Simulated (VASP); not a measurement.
Wanted: the native input for a VASP 6.6.1 run.

| Quantity | Value |
| --- | --- |
| Task | single point |
| Functional | r2SCAN |
| Potentials or basis | VASP PAW PBE potentials, release 64 (Ge_d) |
| Cutoff | 520 eV |
| k mesh | 8 × 8 × 8 |
| Occupations | fermi-dirac, width 0.02 eV |
| Spin | no spin polarisation |
| Dipole correction | no |
| Further INCAR settings | ALGO = Normal; EDIFF = 1e-06; NBANDS = 21 |

Crystal: Ge.

```xyz
2
Lattice="0.0284 2.8652 2.8652 2.8652 0.0284 2.8652 2.8652 2.8652 0.0284" Properties=species:S:1:pos:R:3 pbc="T T T"
Ge    0.0034    0.0034    0.0034
Ge    1.4363    1.4363    1.4363
```

This cell differs from its parent crystal: strain along [111] +1.5%.

One way to write it, as run:

POSCAR

```
Ge
1.0
    0.0283687351      2.8652422468      2.8652422468
    2.8652422468      0.0283687351      2.8652422468
    2.8652422468      2.8652422468      0.0283687351
Ge
2
Direct
    0.0005870963      0.0005870963      0.0005870963
    0.2494129037      0.2494129037      0.2494129037
```

INCAR.step1

```
  PREC = Accurate
  ENCUT = 520
  ISMEAR = -1
  SIGMA = 0.02
  LREAL = False
  LASPH = True
  NELM = 60
  NBANDS = 21
  GGA = PE
  ALGO = Normal
  EDIFF = 1E-4
  LWAVE = True
  LCHARG = False
```

INCAR.step2

```
  PREC = Accurate
  ENCUT = 520
  EDIFF = 1E-6
  ISMEAR = -1
  SIGMA = 0.02
  LREAL = False
  LASPH = True
  NELM = 60
  ALGO = Normal
  ISIF = 2
  LWAVE = False
  LCHARG = False
  METAGGA = R2SCAN
  LMIXTAU = True
  NBANDS = 21
  ISTART = 1
```

KPOINTS

```
Automatic mesh
0
Gamma
  8 8 8
```

Potentials or basis: VASP PAW PBE potentials, release 64 (Ge_d).

The run is started by

```sh
$ cat potpaw_PBE.64/Ge_d/POTCAR > POTCAR
$ cp INCAR.step1 INCAR
$ mpirun -np 1 vasp_std > vasp.out
$ cp INCAR.step2 INCAR
$ mpirun -np 1 vasp_std > vasp.out
```

Results of the run:

The pressure is -1.0 GPa, the largest force is 0.007 eV/Å and the band gap on the k mesh is 0.13 eV, direct.

Caveat: the cell differs from its parent crystal (strain along [111] +1.5%); the PAW data sets were made with another functional, which shifts forces and pressure a little.

Wall time 5.2 min on 1 thread of Intel Xeon 8259CL (shared host), peak memory 0.2 GiB.
